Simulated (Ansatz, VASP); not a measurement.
## C in VASP and in Ansatz

```xyz
20
Lattice="2.5014 0.0000 0.0000 -1.2507 2.1663 0.0000 0.0000 0.0000 20.7475" Properties=species:S:1:pos:R:3 pbc="T T T"
C     0.0000    0.0000    0.0047
C     0.0000    0.0000    1.5627
C     0.0000    1.4442    2.0847
C     0.0000    1.4442    3.6441
C     0.0000    0.0000    4.1622
C     0.0000    0.0000    5.6984
C     1.2507    0.7221    6.2166
C     1.2507    0.7221    7.7760
C     0.0000    0.0000    8.2980
C     0.0000    0.0000    9.8561
C     1.2507    0.7221   10.3780
C     1.2507    0.7221   11.9375
C     0.0000    0.0000   12.4556
C     0.0000    0.0000   13.9919
C     0.0000    1.4442   14.5100
C     0.0000    1.4442   16.0694
C     0.0000    0.0000   16.5914
C     0.0000    0.0000   18.1494
C     0.0000    1.4442   18.6718
C     0.0000    1.4442   20.2298
```

Alike in both runs: functional PBEsol; k mesh 12 × 12 × 2; occupations gaussian, width 0.02 eV; no spin polarisation.

Ansatz relaxed the structure, and its values are those at the end. VASP's run is a single point on that final structure, the one shown.

```csv
,VASP,Ansatz
version,VASP 6.6.1,Ansatz 0.2.0
potentials or method,"VASP PAW PBE potentials, release 64 (C), cutoff 520 eV","scalar-relativistic, plane waves, PAW"
valence electrons in the cell,80,80
```

Ansatz gave:

- gap on the k mesh at the Fermi level (eV): 3.66
- least direct gap on the mesh (eV): 5.05
- pressure (GPa): 0.0
- rms of the force components (eV/Å): 0.001

What did VASP give for the same quantities?

gap on the k mesh at the Fermi level (eV): 3.65; least direct gap on the mesh (eV): 5.04; pressure (GPa): 1.1; rms of the force components (eV/Å): 0.006.

VASP's potentials were made for PBE, not for PBEsol. With one functional, cell and mesh, what is left measures potentials, basis and numerics.
